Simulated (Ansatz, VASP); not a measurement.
Two plane-wave programs on Zn

The input INCAR:

```
ALGO     = Fast           # electronic algorithm
DIPOL    = 0.5 0.5 0.500
EDIFF    = 1E-7           # SCF threshold, eV
ENCUT    = 520            # plane-wave cutoff, eV
GGA      = CA             # functional
IDIPOL   = 3            
ISIF     = 2              # what is computed and relaxed
ISMEAR   = 0              # smearing method
LASPH    = True           # aspherical terms in the spheres
LCHARG   = False          # write CHGCAR
LDIPOL   = True         
LREAL    = False          # projectors in reciprocal space
LWAVE    = False          # write WAVECAR
NBANDS   = 38             # bands
NELM     = 100            # most SCF steps
PREC     = Accurate       # precision mode
SIGMA    = 0.1            # smearing width, eV
```

The input KPOINTS:

```
k-points
0
Gamma
  15 15 1
```

Contents of POSCAR:

```
Zn
1.0
    2.5514179379      0.0000000000      0.0000000000
   -1.2757089690      2.2095927499      0.0000000000
    0.0000000000      0.0000000000     24.7014780296
Zn
5
Direct
    0.3333333333      0.6666666667      0.3036255560
    0.6666666667      0.3333333333      0.4018127780
    0.3333333333      0.6666666667      0.5000000000
    0.6666666667      0.3333333333      0.5981872220
    0.3333333333      0.6666666667      0.6963744440
```

Input for Ansatz:

```yaml
crystal:
  lattice:
    - [2.5514179379, 0.0, 0.0]
    - [-1.275708969, 2.2095927499, 0.0]
    - [0.0, 0.0, 24.7014780296]
  atoms:
    - { symbol: Zn, position: [0.3333333333, 0.6666666667, 0.303625556] }
    - { symbol: Zn, position: [0.6666666667, 0.3333333333, 0.401812778] }
    - { symbol: Zn, position: [0.3333333333, 0.6666666667, 0.5] }
    - { symbol: Zn, position: [0.6666666667, 0.3333333333, 0.598187222] }
    - { symbol: Zn, position: [0.3333333333, 0.6666666667, 0.696374444] }
basis:
  ecutwfc: 420
kpoints:
  mp_grid: { grid: [15, 15, 1] }
hamiltonian:
  xc: lda
scf:
  occupations: { method: gaussian, width: 0.1 }
output:
  forces: true
  stress: true
  eigenvalues: true
  write_density: true
  write_potential: true
  elf: true
  volumetric_format: npy
efield:
  axis: 3
  dipole_correction: true
```

Alike in both runs: task single point; functional LDA; k mesh 15 × 15 × 1; occupations gaussian, width 0.1 eV; no spin polarisation.

|  | VASP | Ansatz |
| --- | --- | --- |
| version | VASP 6.6.1 | Ansatz 0.2.0 |
| potentials or method | VASP PAW LDA potentials, release 64 (Zn), cutoff 520 eV | scalar-relativistic, plane waves, PAW |
| valence electrons in the cell | 60 | 60 |

```tsv
	VASP	Ansatz	Ansatz less VASP
gap on the k mesh at the Fermi level (eV)	none	none	-
rms of the force components (eV/Å)	0.022	0.023	+0.0012
```

LDA's correlation is that of Perdew and Zunger in VASP and of Perdew and Wang (1992) in Ansatz. Atom by atom the forces differ by 0.005 eV/Å (rms over components). A gap of «none» marks a metal or a gap that the smearing closes. Ansatz's warnings: xc potential rough in thin density.
